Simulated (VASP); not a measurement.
Ba16H (a cell with a defect), 17 atoms in the cell. The cell holds a defect, 17 atoms: a = 10.040 Å, b = 10.040 Å, c = 10.040 Å, α = 90.00°, β = 90.00°, γ = 90.00°. 

| Property | Result |
| --- | --- |
| Program | VASP 6.6.1 |
| Task | single point |
| Functional | PBE |
| Potentials or basis | VASP PAW PBE potentials, release 64 (Ba_sv, H) |
| Cutoff | 520 eV |
| k mesh | 1 × 1 × 1 |
| Occupations | fermi-dirac, width 0.15 eV |
| Spin | no spin polarisation |
| Dipole correction | no |
| Further INCAR settings | LREAL = Auto; ALGO = Normal; EDIFF = 1e-06; NBANDS = 94 |

Potentials or basis: VASP PAW PBE potentials, release 64 (Ba_sv, H).

The run is started by

```bash
$ cat potpaw_PBE.64/Ba_sv/POTCAR potpaw_PBE.64/H/POTCAR > POTCAR
$ mpirun -np 1 vasp_gam > vasp.out
```

Hardware: 1 thread of Intel(R) Xeon(R) Platinum 8559C (Emerald Rapids), on a shared host.

Problem. Estimate the wall time of this run.

Solution. It took 3.3 min on 1 thread of Intel(R) Xeon(R) Platinum 8559C (Emerald Rapids), with other jobs on the host, peak memory 0.91 GiB. Counts: scf iterations 35, k points 1.
